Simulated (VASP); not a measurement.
Input of a VASP 6.6.1 run:

Contents of INCAR:

```
SYSTEM = PbO2
ALGO = Normal ; EDIFF = 1E-7
ENCUT = 520 ; GGA = PS
ISIF = 2 ; ISMEAR = -1
LASPH = .True. ; LCHARG = .False.
LREAL = .False. ; LWAVE = .False.
NBANDS = 20 ; NELM = 100
PREC = Accurate ; SIGMA = 0.05
```

Contents of KPOINTS:

```
k-points
0
Gamma
  9 9 9
  0 0 0
```

POSCAR

```
PbO2
1.0
    0.0000000000      2.6654741181      2.6654741181
    2.6654741181      0.0000000000      2.6654741181
    2.6654741181      2.6654741181      0.0000000000
Pb O
1 2
Direct
    0.0000000000      0.0000000000      0.0000000000
    0.7500000000      0.7500000000      0.7500000000
    0.2500000000      0.2500000000      0.2500000000
```

Potentials or basis: VASP PAW PBE potentials, release 64 (Pb_d, O).

Run with:

```console
$ cat potpaw_PBE.64/Pb_d/POTCAR potpaw_PBE.64/O/POTCAR > POTCAR
$ mpirun -np 1 vasp_std > vasp.out
```

Predict the band gap on the k mesh.

zero (band 13 reaches 5.97 eV, above the bottom of band 14 at 4.72 eV).

Predict the pressure.

0.3 GPa.

Caveat: the PAW data sets were made with another functional, which shifts forces and pressure a little; spin-orbit coupling is left out, which moves the levels of the heavy elements.
